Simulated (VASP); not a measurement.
# Cr (Im-3m) in VASP: notebook

Cr is run at these levels: PBE; tasks: single point.

Program: VASP 6.6.1. These are calculated values, not measurements. Logs are shortened: lines on timing, memory, paths and dates and some standing lists are left out, and cuts for length are marked.

### Step 1. The cell of the first run

The structure is cubic, space group Im-3m (No. 229). Conventional cell: a = 2.848 Å, b = 2.848 Å, c = 2.848 Å, α = 90.00°, β = 90.00°, γ = 90.00°. Cr (site symmetry m-3m) has 14 Cr at 2.47 to 2.85 Å within 3.3 Å.

### Step 2. Single point, PBE, collinear spin, ferromagnetic start

INCAR reads:

```
SYSTEM = Cr
ALGO = Normal ; EDIFF = 1E-7
ENCUT = 520 ; GGA = PE
ISIF = 2 ; ISMEAR = -1
ISPIN = 2 ; LASPH = .TRUE.
LCHARG = .TRUE. ; LELF = .TRUE.
LMAXMIX = 4 ; LORBIT = 11
LREAL = .FALSE. ; LVHAR = .TRUE.
LWAVE = .FALSE. ; MAGMOM = 1.5
NBANDS = 16 ; NELM = 150
PREC = Accurate ; SIGMA = 0.2
```

KPOINTS reads:

```
k-points
0
G
  15 15 15
  0 0 0
```

POSCAR reads:

```
Cr
1.0
   -1.4240148648      1.4240148648      1.4240148648
    1.4240148648     -1.4240148648      1.4240148648
    1.4240148648      1.4240148648     -1.4240148648
Cr
1
Direct
    0.0000000000      0.0000000000      0.0000000000
```

Potentials or basis: VASP PAW PBE potentials, release 64 (Cr_pv).

Run with:

```
$ cat potpaw_PBE.64/Cr_pv/POTCAR > POTCAR
$ mpirun -np 1 vasp_std > vasp.out
```

OUTCAR:

```text
SYSTEM = Cr
   EDIFF = 1E-7
   ENCUT = 520
   GGA = PE
   ISIF = 2
   ISMEAR = -1
   ISPIN = 2
   LASPH = .TRUE.
   LORBIT = 11
   LREAL = .FALSE.
   NELM = 150
   PREC = Accurate

 ion  position               nearest neighbor table
   1  0.000  0.000  0.000-

  LATTYP: Found a body centered cubic cell.
 ALAT       =     2.8480297296

  Lattice vectors:

 A1 = (  -1.4240148648,   1.4240148648,   1.4240148648)
 A2 = (   1.4240148648,  -1.4240148648,   1.4240148648)
 A3 = (   1.4240148648,   1.4240148648,  -1.4240148648)

Analysis of symmetry for initial positions (statically):
=====================================================================
 Subroutine PRICEL returns:
 Original cell was already a primitive cell.

 Routine SETGRP: Setting up the symmetry group for a
 body centered cubic supercell.

 Subroutine GETGRP returns: Found 48 space group operations
 (whereof 48 operations were pure point group operations)
 out of a pool of 48 trial point group operations.

The static configuration has the point symmetry O_h .

Analysis of symmetry for dynamics (positions and initial velocities):
=====================================================================
 Subroutine PRICEL returns:
 Original cell was already a primitive cell.

 Routine SETGRP: Setting up the symmetry group for a
 body centered cubic supercell.

 Subroutine GETGRP returns: Found 48 space group operations
 (whereof 48 operations were pure point group operations)
 out of a pool of 48 trial point group operations.

The dynamic configuration has the point symmetry O_h .

Analysis of structural, dynamic, and magnetic symmetry:
=====================================================================
 Subroutine PRICEL returns:
 Original cell was already a primitive cell.

 Routine SETGRP: Setting up the symmetry group for a
 body centered cubic supercell.

 Subroutine GETGRP returns: Found 48 space group operations
 (whereof 48 operations were pure point group operations)
 out of a pool of 48 trial point group operations.

The overall configuration has the point symmetry O_h .

 Subroutine INISYM returns: Found 48 space group operations
 (whereof 48 operations are pure point group operations),
 and found     1 'primitive' translations

----------------------------------------------------------------------------------------

                                     Primitive cell

  volume of cell :      11.5506

  direct lattice vectors                    reciprocal lattice vectors
    -1.424014865  1.424014865  1.424014865     0.000000000  0.351119930  0.351119930
     1.424014865 -1.424014865  1.424014865     0.351119930  0.000000000  0.351119930
     1.424014865  1.424014865 -1.424014865     0.351119930  0.351119930  0.000000000

  length of vectors
     2.466466097  2.466466097  2.466466097     0.496558567  0.496558567  0.496558567

  position of ions in fractional coordinates (direct lattice)
     0.000000000  0.000000000  0.000000000

  ion indices of the primitive-cell ions
   primitive index   ion index
                 1           1

----------------------------------------------------------------------------------------

 KPOINTS: k-points

Automatic generation of k-mesh.
 Grid dimensions read from file:
 generate k-points for:   15   15   15

 Generating k-lattice:

  Cartesian coordinates                     Fractional coordinates (reciprocal lattice)
     0.000000000  0.023407995  0.023407995     0.066666667  0.000000000  0.000000000
     0.023407995  0.000000000  0.023407995     0.000000000  0.066666667  0.000000000
     0.023407995  0.023407995  0.000000000     0.000000000  0.000000000  0.066666667

  Length of vectors
     0.033103904  0.033103904  0.033103904

  Shift w.r.t. Gamma in fractional coordinates (k-lattice)
     0.000000000  0.000000000  0.000000000

 Subroutine IBZKPT returns following result:
 ===========================================

 Found    120 irreducible k-points:

 Following reciprocal coordinates:
            Coordinates               Weight
  0.000000  0.000000  0.000000      1.000000
  0.066667  0.000000  0.000000     12.000000
  0.133333  0.000000  0.000000     12.000000
  0.200000  0.000000  0.000000     12.000000
  0.266667  0.000000  0.000000     12.000000
  0.333333  0.000000  0.000000     12.000000
[... 16 lines left out ...]
  0.333333  0.200000  0.000000     48.000000
  0.400000  0.200000 -0.000000     24.000000
 [... further k-points ...]
   k-points           NKPTS =    120   k-points in BZ     NKDIM =    120   number of bands    NBANDS=     16
   number of dos      NEDOS =    301   number of ions     NIONS =      1
   total plane-waves  NPLWV =   5832
   dimension x,y,z NGX =    18 NGY =   18 NGZ =   18
   dimension x,y,z NGXF=    36 NGYF=   36 NGZF=   36
   ions per type =               1
   NGX,Y,Z   is equivalent  to a cutoff of  12.13, 12.13, 12.13 a.u.
   NGXF,Y,Z  is equivalent  to a cutoff of  24.26, 24.26, 24.26 a.u.
 SYSTEM =  Cr
   PREC   = accura    normal or accurate (medium, high low for compatibility)
   ISTART =      0    job   : 0-new  1-cont  2-samecut
   ICHARG =      2    charge: 1-file 2-atom 10-const
   ISPIN  =      2    spin polarized calculation?
   LNONCOLLINEAR =      F non collinear calculations
   LSORBIT =      F    spin-orbit coupling
   LASPH  =      T    aspherical Exc in radial PAW
   ENCUT  =  520.0 eV  38.22 Ry    6.18 a.u.   4.59  4.59  4.59*2*pi/ulx,y,z
   NELM   =    150;   NELMIN=  2; NELMDL= -5     # of ELM steps
   EDIFF  = 0.1E-06   stopping-criterion for ELM
   LREAL  =      F    real-space projection
   EDIFFG = 0.1E-05   stopping-criterion for IOM
   NSW    =      0    number of steps for IOM
   IBRION =     -1    ionic relax: 0-MD 1-quasi-New 2-CG
   NFREE  =      0    steps in history (QN), initial steepest desc. (CG)
   ISIF   =      2    stress and relaxation
   ISYM   =      2    0-nonsym 1-usesym 2-fastsym
   POTIM  = 0.5000    time-step for ionic-motion
   TEBEG  =    0.0;   TEEND  =   0.0 temperature during run
   PSTRESS=    0.0 pullay stress
   NELECT =      12.0000    total number of electrons
   NUPDOWN=      -1.0000    fix difference up-down
   EMIN   =  10.00;   EMAX   =-10.00  energy-range for DOS
   EFERMI =   0.00;   METHOD = LEGACY
   ISMEAR =    -1;   SIGMA  =   0.20  broadening in eV -4-tet -1-fermi 0-gaus
   EFERMI_NEDOS =   21; number of points for ismear=-14 and -15
   IALGO  =     38    algorithm
   IMIX   =      4    mixing-type and parameters
     AMIX     =   0.40;   BMIX     =  1.00
     AMIX_MAG =   1.60;   BMIX_MAG =  1.00
  volume/ion in A,a.u.               =      11.55        77.95
  Fermi-wavevector in a.u.,A,eV,Ry     =   1.658062  3.133283 37.404716  2.749169
  Thomas-Fermi vector in A             =   2.745707
   LORBIT       =     11    0 simple, 1 ext, 2 COOP (PROOUT), +10 PAW based schemes
   GGA     = PE    functional components
   LHFCALC =     F    Hartree Fock is set to
   AEXX    =    0.0000 exact exchange contribution
   IVDW    =     0    specifies the selected vdW correction
   LEPSILON=     F    determine dielectric tensor
   LRPA    =     F    only Hartree local field effects (RPA)
 spin polarized calculation
  energy-cutoff  :      520.00
  volume of cell :       11.55
 maximum number of plane-waves:       321
   NGX =  9   NGY =  9   NGZ =  9

 number of electron      11.9999994 magnetization      -0.0000038

 number of electron      11.9999994 magnetization       0.0000072

 Free energy of the ion-electron system (eV)
  ---------------------------------------------------
  ext. energy  EPLUGINS =         0.00000000
  ---------------------------------------------------
  free energy    TOTEN  =        -9.56667902 eV

  energy without entropy =       -9.45148515  energy(sigma->0) =       -9.50908208

 E-fermi :  10.9365     XC(G=0): -13.6712

 val. band max:       10.9185064427   @ k =  -0.4000   0.4667   0.2667
 cond. band min:      10.9687418072   @ k =  -0.1333   0.2000   0.0667
 fundamental gap:      0.0502353645
 Fermi energy:        10.9364952575

 spin component 1

 k-point     1 :       0.0000    0.0000    0.0000
  band No.  band energies     occupation
      1     -31.7252      1.00000
      2     -31.7252      1.00000
      3     -31.7252      1.00000
      4       3.1169      1.00000
      5      10.0821      0.98624
      6      10.0821      0.98624
[... 8 lines left out ...]
     15      40.7719      0.00000
     16      45.3424      0.00000

 k-point     2 :       0.0667    0.0000    0.0000
  band No.  band energies     occupation
      1     -31.7667      1.00000
      2     -31.7379      1.00000
      3     -31.7255      1.00000
      4       3.3120      1.00000
      5      10.0065      0.99053
      6      10.0690      0.98710
[... 8 lines left out ...]
     15      41.1911      0.00000
     16      43.3543      0.00000
[... 387 lines left out ...]
      5       8.6426      0.99999
      6       9.7119      0.99781
[... 8 lines left out ...]
     15      40.3110      0.00000
     16      45.4066      0.00000

 k-point    24 :       0.4000    0.2000   -0.0000
  band No.  band energies     occupation
      1     -32.5279      1.00000
      2     -32.1434      1.00000
      3     -31.8164      1.00000
      4       7.4417      1.00000
      5       8.6330      0.99999
      6       9.8607      0.99541
[... 8 lines left out ...]
     15      40.2405      0.00000
     16      45.3295      0.00000

 [... further k-points ...]

 spin component 2

 k-point     1 :       0.0000    0.0000    0.0000
  band No.  band energies     occupation
      1     -31.7252      1.00000
      2     -31.7252      1.00000
      3     -31.7252      1.00000
      4       3.1169      1.00000
      5      10.0821      0.98624
      6      10.0821      0.98624
[... 8 lines left out ...]
     15      40.7719      0.00000
     16      45.3424      0.00000

 k-point     2 :       0.0667    0.0000    0.0000
  band No.  band energies     occupation
      1     -31.7667      1.00000
      2     -31.7379      1.00000
      3     -31.7255      1.00000
      4       3.3120      1.00000
      5      10.0065      0.99053
      6      10.0690      0.98710
[... 8 lines left out ...]
     15      41.1911      0.00000
     16      43.3543      0.00000
[... 387 lines left out ...]
      5       8.6426      0.99999
      6       9.7119      0.99781
[... 8 lines left out ...]
     15      40.3110      0.00000
     16      45.4066      0.00000

 k-point    24 :       0.4000    0.2000   -0.0000
  band No.  band energies     occupation
      1     -32.5279      1.00000
      2     -32.1434      1.00000
      3     -31.8164      1.00000
      4       7.4417      1.00000
      5       8.6330      0.99999
      6       9.8607      0.99541
[... 8 lines left out ...]
     15      40.2405      0.00000
     16      45.3295      0.00000

 [... further k-points ...]
[... 5 lines left out ...]
  --------------------------------------------------------------------------------------
  -------------------------------------------------------------------------------------
  Total        0.0243646      0.0243646      0.0243646     -0.0000000     -0.0000000      0.0000000
  in kB        3.3796016      3.3796016      3.3796016     -0.0000000     -0.0000000      0.0000000
  external PRESSURE =       3.3796016 kB  Pullay stress =       0.0000000 kB

 VOLUME and BASIS-vectors are now :
 -----------------------------------------------------------------------------
  energy-cutoff  :      520.00
  volume of cell :       11.55
      direct lattice vectors                 reciprocal lattice vectors
    -1.424014865  1.424014865  1.424014865     0.000000000  0.351119930  0.351119930
     1.424014865 -1.424014865  1.424014865     0.351119930  0.000000000  0.351119930
     1.424014865  1.424014865 -1.424014865     0.351119930  0.351119930  0.000000000

 POSITION                                       TOTAL-FORCE (eV/Angst)
 -----------------------------------------------------------------------------------
      0.00000      0.00000      0.00000         0.000000      0.000000     -0.000000
 -----------------------------------------------------------------------------------
    total drift:                                0.000000      0.000000      0.000000

  FREE ENERGIE OF THE ION-ELECTRON SYSTEM (eV)
  ---------------------------------------------------
  free  energy   TOTEN  =        -9.5666790198 eV

  energy  without entropy=       -9.4514851451  energy(sigma->0) =       -9.50908208

 total charge

# of ion       s       p       d       tot
------------------------------------------
    1        0.440   6.402   4.217  11.060

 magnetization (x)

# of ion       s       p       d       tot
------------------------------------------
    1        0.000  -0.000   0.000   0.000
```

Run time: 36 s. Hardware: 1 thread of Intel Xeon 6975P-C, shared host; peak memory 0.15 GiB.

Results:

| Item | Value |
| --- | --- |
| Free energy | -9.5667 eV |
| Pressure | 0.3 GPa |
| Band gap on the k mesh | zero (filled and empty bands overlap) |
| Net moment | 0.00 μB per cell |
| Valence electrons inside the program's atomic spheres | Cr 11.06 |

Caveat: the starting moments collapsed, and a magnetic state may lie lower.

### Step 3. Single point, PBE, collinear spin, ferromagnetic start

INCAR reads:

```
SYSTEM = Cr
PREC = Accurate ; ENCUT = 520
EDIFF = 1E-6 ; ISMEAR = -1
SIGMA = 0.3 ; LREAL = .FALSE.
LASPH = .TRUE. ; NELM = 150
ALGO = Normal ; ISIF = 2
LWAVE = .FALSE. ; LCHARG = .TRUE.
ISPIN = 2 ; MAGMOM = 1.5
LORBIT = 11 ; LMAXMIX = 4
GGA = PE ; LELF = .TRUE.
LVHAR = .TRUE. ; NBANDS = 16
```

KPOINTS reads:

```
regular mesh
0
G
  15 15 15
  0 0 0
```

POSCAR is that of step 2.

Potentials or basis: VASP PAW PBE potentials, release 64 (Cr_pv).

Run with:

```
$ cat potpaw_PBE.64/Cr_pv/POTCAR > POTCAR
$ mpirun -np 1 vasp_std > vasp.out
```

It took 31 s on 1 thread of Intel Xeon 6975P-C, shared host; peak memory 0.15 GiB.

The run converged. Its results:

```yaml
Free_energy: -9.6449 eV
Pressure: 2.1 GPa
Band_gap_on_the_k_mesh: zero (filled and empty bands overlap)
Net_moment: 0.00 μB per cell
Valence_electrons_inside_the_program's_atomic_spheres: Cr 11.06
```

Levels at points of the mesh, in eV from the Fermi level:
Spin up:
| k point | band 2 | band 3 | band 4 | band 5 | band 6 | band 7 | band 8 | band 9 | band 10 | band 11 |
| --- | --- | --- | --- | --- | --- | --- | --- | --- | --- | --- |
| (0.00, 0.00, 0.00) | -42.60 | -42.60 | -7.79 | -0.80 | -0.80 | -0.80 | 1.26 | 1.26 | 7.26 | 22.36 |
Spin down:
| k point | band 2 | band 3 | band 4 | band 5 | band 6 | band 7 | band 8 | band 9 | band 10 | band 11 |
| --- | --- | --- | --- | --- | --- | --- | --- | --- | --- | --- |
| (0.00, 0.00, 0.00) | -42.60 | -42.60 | -7.79 | -0.80 | -0.80 | -0.80 | 1.26 | 1.26 | 7.26 | 22.36 |

Caveat: the starting moments collapsed, and a magnetic state may lie lower.

### Step 4. Single point, PBE, collinear spin, ferromagnetic start

INCAR reads:

```
PREC = Accurate ; ENCUT = 520
EDIFF = 1E-6 ; ISMEAR = -1
SIGMA = 0.6 ; LREAL = F
LASPH = T ; NELM = 150
ALGO = Normal ; ISIF = 2
LWAVE = F ; LCHARG = F
ISPIN = 2 ; MAGMOM = 1.5
LORBIT = 11 ; LMAXMIX = 4
GGA = PE ; NBANDS = 16
```

KPOINTS reads:

```
regular mesh
0
Gamma
  15 15 15
```

POSCAR is that of step 3.

Potentials or basis: VASP PAW PBE potentials, release 64 (Cr_pv).

Run with:

```
$ cat potpaw_PBE.64/Cr_pv/POTCAR > POTCAR
$ mpirun -np 1 vasp_std > vasp.out
```

OUTCAR:

```text
PREC = Accurate
   ENCUT = 520
   EDIFF = 1E-6
   ISMEAR = -1
   LREAL = F
   LASPH = T
   NELM = 150
   ISIF = 2
   ISPIN = 2
   LORBIT = 11
   GGA = PE

 ion  position               nearest neighbor table
   1  0.000  0.000  0.000-

  LATTYP: Found a body centered cubic cell.
 ALAT       =     2.8480297296

  Lattice vectors:

 A1 = (  -1.4240148648,   1.4240148648,   1.4240148648)
 A2 = (   1.4240148648,  -1.4240148648,   1.4240148648)
 A3 = (   1.4240148648,   1.4240148648,  -1.4240148648)

Analysis of symmetry for initial positions (statically):
=====================================================================
 Subroutine PRICEL returns:
 Original cell was already a primitive cell.

 Routine SETGRP: Setting up the symmetry group for a
 body centered cubic supercell.

 Subroutine GETGRP returns: Found 48 space group operations
 (whereof 48 operations were pure point group operations)
 out of a pool of 48 trial point group operations.

The static configuration has the point symmetry O_h .

Analysis of symmetry for dynamics (positions and initial velocities):
=====================================================================
 Subroutine PRICEL returns:
 Original cell was already a primitive cell.

 Routine SETGRP: Setting up the symmetry group for a
[... 629 lines left out ...]
     15      40.2513      0.00000
     16      45.3674      0.00000

 [... further k-points ...]

 spin component 2

 k-point     1 :       0.0000    0.0000    0.0000
  band No.  band energies     occupation
      1     -31.4792      1.00000
      2     -31.4792      1.00000
      3     -31.4792      1.00000
      4       3.1278      1.00000
      5      10.2581      0.76372
      6      10.2581      0.76372
[... 435 lines left out ...]
      5       8.7728      0.97463
      6       9.9631      0.84087
[... 8 lines left out ...]
     15      40.2513      0.00000
     16      45.3674      0.00000

 [... further k-points ...]
[... 5 lines left out ...]
  --------------------------------------------------------------------------------------
  -------------------------------------------------------------------------------------
  Total        1.0176868      1.0176868      1.0176868      0.0000000      0.0000000      0.0000000
  in kB      141.1630916    141.1630916    141.1630916      0.0000000      0.0000000      0.0000000
  external PRESSURE =     141.1630916 kB  Pullay stress =       0.0000000 kB

 VOLUME and BASIS-vectors are now :
 -----------------------------------------------------------------------------
  energy-cutoff  :      520.00
  volume of cell :       11.55
      direct lattice vectors                 reciprocal lattice vectors
    -1.424014865  1.424014865  1.424014865     0.000000000  0.351119930  0.351119930
     1.424014865 -1.424014865  1.424014865     0.351119930  0.000000000  0.351119930
     1.424014865  1.424014865 -1.424014865     0.351119930  0.351119930  0.000000000

 POSITION                                       TOTAL-FORCE (eV/Angst)
 -----------------------------------------------------------------------------------
      0.00000      0.00000      0.00000        -0.000000      0.000000      0.000000
 -----------------------------------------------------------------------------------
    total drift:                                0.000000      0.000000      0.000000

  FREE ENERGIE OF THE ION-ELECTRON SYSTEM (eV)
  ---------------------------------------------------
  free  energy   TOTEN  =       -10.1843356928 eV

  energy  without entropy=       -8.6353062277  energy(sigma->0) =       -9.40982096

 total charge

# of ion       s       p       d       tot
------------------------------------------
    1        0.439   6.389   4.245  11.073

 magnetization (x)

# of ion       s       p       d       tot
------------------------------------------
    1       -0.000  -0.000  -0.000  -0.000
```

stdout:

```text
POSCAR found type information on POSCAR Cr
 POSCAR found :  1 types and       1 ions
 scaLAPACK will be used
 LDA part: xc-table for (Slater+PW92), standard interpolation
 POSCAR, INCAR and KPOINTS ok, starting setup
 FFT: planning ... GRIDC
 FFT: planning ... GRID_SOFT
 FFT: planning ... GRID
 WAVECAR not read
 entering main loop
```

It took 32 s on 1 thread of Intel Xeon 6975P-C, shared host; peak memory 0.15 GiB.

Results:

| Property | Result |
| --- | --- |
| Free energy | -10.1843 eV |
| Pressure | 14.1 GPa |
| Band gap on the k mesh | zero (filled and empty bands overlap) |
| Net moment | 0.00 μB per cell |
| Valence electrons inside the program's atomic spheres | Cr 11.07 |

Caveat: the starting moments collapsed, and a magnetic state may lie lower.

(Continued in part 2 of 2.)
